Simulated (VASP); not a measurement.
A run of VASP 6.6.1 is set up as follows.

File INCAR:

```
SYSTEM = CeB3H12
ALGO     = Normal         ! electronic algorithm
EDIFF    = 1E-7           ! SCF threshold, eV
ENCUT    = 520            ! plane-wave cutoff, eV
GGA      = PE             ! functional
ISIF     = 2              ! what is computed and relaxed
ISMEAR   = 0              ! smearing method
ISPIN    = 2              ! spin polarisation
LASPH    = .True.         ! aspherical terms in the spheres
LCHARG   = .False.        ! write CHGCAR
LMAXMIX  = 6              ! l up to which the mixer works
LORBIT   = 11             ! projections on sites
LREAL    = Auto         
LWAVE    = .False.        ! write WAVECAR
MAGMOM   = 1 0 0 0 0 0 0 0 0 0 0 0 0 0 0 0 ! initial moments
NBANDS   = 34             ! bands
NELM     = 150            ! most SCF steps
PREC     = Accurate       ! precision mode
SIGMA    = 0.01           ! smearing width, eV
```

Contents of KPOINTS:

```
k-points
0
Gamma
  1 1 1
  0 0 0
```

File POSCAR:

```
CeB3H12
1.0
   14.8400000000      0.0000000000      0.0000000000
    0.0000000000     15.5400000000      0.0000000000
    0.0000000000      0.0000000000     10.9900000000
Ce B H
1 3 12
Direct
    0.4419872000      0.4998713000      0.5000218400
    0.6153288400      0.5006074600      0.5000218400
    0.3546489200      0.6428597200      0.5000218400
    0.3559838300      0.3561473600      0.5000218400
    0.6965828800      0.4993552100      0.5000218400
    0.5816650900      0.4627702700      0.5905805300
    0.5816650900      0.4627702700      0.4094631500
    0.5832614600      0.5749813400      0.5000218400
    0.3151576800      0.7106840400      0.5000218400
    0.4057938000      0.6339382200      0.5905805300
    0.4057938000      0.6339382200      0.4094631500
    0.3032345000      0.5791531500      0.5000218400
    0.3142210200      0.2895752900      0.5000218400
    0.3385020200      0.4029060500      0.5905805300
    0.3385020200      0.4029060500      0.4094631500
    0.4394642900      0.3454800500      0.5000218400
```

Potentials or basis: VASP PAW PBE potentials, release 64 (Ce, B, H).

The run is started by

```sh
$ cat potpaw_PBE.64/Ce/POTCAR potpaw_PBE.64/B/POTCAR potpaw_PBE.64/H/POTCAR > POTCAR
$ mpirun -np 1 vasp_gam > vasp.out
```

(1) Estimate the net moment.

(2) Estimate the gap between the frontier levels.

(3) Estimate the largest force.

(4) What does it give for the site moments?

## Answers

(1) 1.00 μB per cell.

(2) 0.00 eV.

(3) 0.164 eV/Å.

(4) Ce +0.97; B -0.00; H -0.00 μB.

Caveat: the magnetic or orbital state may not be the lowest; spin-orbit coupling is left out, which moves the levels of the heavy elements; without U or exact exchange the open f shell lies at the Fermi level, which spoils levels, moments and volumes.
